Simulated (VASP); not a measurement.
Input of a VASP 6.6.1 run:

INCAR

```
PREC     = Accurate       # precision mode
ENCUT    = 520            # plane-wave cutoff, eV
EDIFF    = 1E-6           # SCF threshold, eV
ISMEAR   = 0              # smearing method
SIGMA    = 0.1            # smearing width, eV
LREAL    = F              # projectors in reciprocal space
LASPH    = T              # aspherical terms in the spheres
NELM     = 100            # most SCF steps
ALGO     = Normal         # electronic algorithm
ISIF     = 2              # what is computed and relaxed
LWAVE    = F              # write WAVECAR
LCHARG   = F              # write CHGCAR
GGA      = PE             # functional
IVDW     = 12             # dispersion correction
NBANDS   = 12             # bands
```

Contents of KPOINTS:

```
Automatic mesh
0
Gamma
  15 15 15
```

File POSCAR:

```
P
1.0
    1.7132924525      0.9891698586      2.9115578036
   -1.7132924525      0.9891698586      2.9115578036
    0.0000000000     -1.9783397173      2.9115578036
P
2
Direct
    0.2340199604      0.2340199604      0.2340199604
    0.7659800396      0.7659800396      0.7659800396
```

Potentials or basis: VASP PAW PBE potentials, release 64 (P).

The run is started by

```bash
$ cat potpaw_PBE.64/P/POTCAR > POTCAR
$ mpirun -np 1 vasp_std > vasp.out
```

(1) Estimate the largest force.

(2) Estimate the band gap on the k mesh.

(3) Predict the pressure.

(4) Estimate the dispersion energy per atom.

## Answers

(1) 0.047 eV/Å.

(2) zero (band 5 reaches 10.72 eV, above the bottom of band 6 at 9.25 eV).

(3) -0.3 GPa.

(4) -0.478 eV.

Caveat: pairwise dispersion overbinds metals, which lowers pressure and volume.
